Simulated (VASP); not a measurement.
Ru: single point with PBE

Crystal: Ru.

```
Ru
1.0
     0.00000    1.91500    1.77137
     1.91500    0.00000    1.77137
     1.91500    1.91500    0.00000
Ru
1
Direct
  0.00000 0.00000 0.00000
```

This cell differs from its parent crystal: strain -0.0750 x Voigt [0, 0, 1, 0, 0, 0].

```
Program             : VASP 6.6.1
Task                : single point
Functional          : PBE
Potentials or basis : VASP PAW PBE potentials, release 64 (Ru_pv)
Cutoff              : 520 eV
k mesh              : 22 × 22 × 22
Occupations         : gaussian, width 0.15 eV
Spin                : no spin polarisation
```

```yaml
Pressure: 23.3 GPa
Band_gap_on_the_k_mesh: zero (bands 7 and 8 overlap by 4.08 eV)
```

Stress tensor (GPa, compression positive):
```
15.43  0.00  0.00
 0.00 15.43  0.00
 0.00  0.00 39.08
```

Levels at points of the mesh, in eV from the Fermi level:
| k point | band 4 | band 5 | band 6 | band 7 | band 8 | band 9 | band 10 | band 11 |
| --- | --- | --- | --- | --- | --- | --- | --- | --- |
| (0.00, 0.00, 0.00) | -8.19 | -3.06 | -3.06 | -2.10 | -0.79 | 0.36 | 10.48 | 15.11 |
| (0.50, 0.00, 0.00) | -6.44 | -3.44 | -2.35 | 1.07 | 1.55 | 2.14 | 10.46 | 10.72 |
| (0.50, 0.50, 0.00) | -6.88 | -6.41 | 1.80 | 2.43 | 2.43 | 5.03 | 10.48 | 12.87 |
| (0.50, 0.00, 0.50) | -6.79 | -6.23 | 1.73 | 1.94 | 2.77 | 3.24 | 10.48 | 13.62 |

Run time: 3.2 min on 1 thread of Intel Xeon 8259CL, with other jobs on the host, peak memory 0.24 GiB.

Caveat: the cell differs from its parent crystal (strain -0.0750 x Voigt [0, 0, 1, 0, 0, 0]); the cell stands under pressure.
